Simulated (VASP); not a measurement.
A run of VASP 6.6.1 is set up as follows.

INCAR

```
PREC     = Accurate       # precision mode
ENCUT    = 520            # plane-wave cutoff, eV
EDIFF    = 1E-8           # SCF threshold, eV
ISMEAR   = -1             # smearing method
SIGMA    = 0.02           # smearing width, eV
LREAL    = False          # projectors in reciprocal space
LASPH    = True           # aspherical terms in the spheres
NELM     = 80             # most SCF steps
ALGO     = Normal         # electronic algorithm
ISIF     = 2              # what is computed and relaxed
LWAVE    = False          # write WAVECAR
LCHARG   = False          # write CHGCAR
GGA      = CA             # functional
LEFG     = True         
NBANDS   = 16             # bands
```

File KPOINTS:

```
Automatic mesh
0
Gamma
  8 8 8
```

POSCAR

```
AgCl
1.0
    0.0000000000      2.7638751816      2.7638751816
    2.7638751816      0.0000000000      2.7638751816
    2.7638751816      2.7638751816      0.0000000000
Ag Cl
1 1
Direct
    0.5000000000      0.5000000000      0.5000000000
    0.0000000000      0.0000000000      0.0000000000
```

Potentials or basis: VASP PAW LDA potentials, release 64 (Ag, Cl).

The run is started by

```sh
$ cat potpaw_LDA.64/Ag/POTCAR potpaw_LDA.64/Cl/POTCAR > POTCAR
$ mpirun -np 1 vasp_std > vasp.out
```

**Question.** What does it give for the pressure?

**Answer.** -5.2 GPa.

**Question.** Estimate the band gap on the k mesh.

**Answer.** 0.64 eV, indirect (least direct gap 2.99 eV).

Caveat: without QUAD_EFG the Cq values of the log hold for a quadrupole moment of 1 mb, not for the nuclei. A k mesh can miss the band edges.
